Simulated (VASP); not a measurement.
Set up this calculation in VASP 6.6.1, as the native input.

- Task: single point
- Functional: r2SCAN
- Potentials or basis: VASP PAW PBE potentials, release 64 (B, N)
- Cutoff: 520 eV
- k mesh: 12 × 12 × 12
- Occupations: gaussian, width 0.05 eV
- Spin: no spin polarisation
- Dipole correction: no
- Further INCAR settings: ALGO = Normal; EDIFF = 1e-06; NBANDS = 11

Crystal: BN.

```
B N
1.0
     0.00000    1.80481    1.85896
     1.80481    0.00000    1.85896
     1.80481    1.80481    0.00000
B N
1 1
Direct
  0.00000 0.00000 0.00000
  0.75000 0.75000 0.75000
```

This cell differs from its parent crystal: strain +0.0300 x Voigt [0, 0, 1, 0, 0, 0].

One way to write it, as run:

POSCAR

```
BN
1.0
    0.0000000000      1.8048137558      1.8589581685
    1.8048137558      0.0000000000      1.8589581685
    1.8048137558      1.8048137558      0.0000000000
B N
1 1
Direct
    0.0000000000      0.0000000000      0.0000000000
    0.7500000000      0.7500000000      0.7500000000
```

INCAR.step1

```
SYSTEM = BN
PREC = Accurate ; ENCUT = 520
ISMEAR = 0 ; SIGMA = 0.05
LREAL = .FALSE. ; LASPH = .TRUE.
NELM = 100 ; NBANDS = 11
GGA = PE ; ALGO = Normal
EDIFF = 1E-4 ; LWAVE = .TRUE.
LCHARG = .FALSE.
```

INCAR.step2

```
SYSTEM = BN
PREC = Accurate ; ENCUT = 520
EDIFF = 1E-6 ; ISMEAR = 0
SIGMA = 0.05 ; LREAL = .FALSE.
LASPH = .TRUE. ; NELM = 100
ALGO = Normal ; ISIF = 2
LWAVE = .FALSE. ; LCHARG = .FALSE.
METAGGA = R2SCAN ; LMIXTAU = .TRUE.
NBANDS = 11 ; ISTART = 1
```

KPOINTS

```
regular mesh
0
G
  12 12 12
  0 0 0
```

Potentials or basis: VASP PAW PBE potentials, release 64 (B, N).

The run is started by

```bash
$ cat potpaw_PBE.64/B/POTCAR potpaw_PBE.64/N/POTCAR > POTCAR
$ cp INCAR.step1 INCAR
$ mpirun -np 1 vasp_std > vasp.out
$ cp INCAR.step2 INCAR
$ mpirun -np 1 vasp_std > vasp.out
```

Results of the run:

The pressure is -9.9 GPa and the band gap on the k mesh is 4.68 eV, indirect (least direct gap 9.24 eV).

Caveat: the cell differs from its parent crystal (strain +0.0300 x Voigt [0, 0, 1, 0, 0, 0]); the PAW data sets were made with another functional, which shifts forces and pressure a little.

It took 120 s on 1 thread of Intel Xeon 8259CL, with other jobs on the host, peak memory 0.14 GiB.
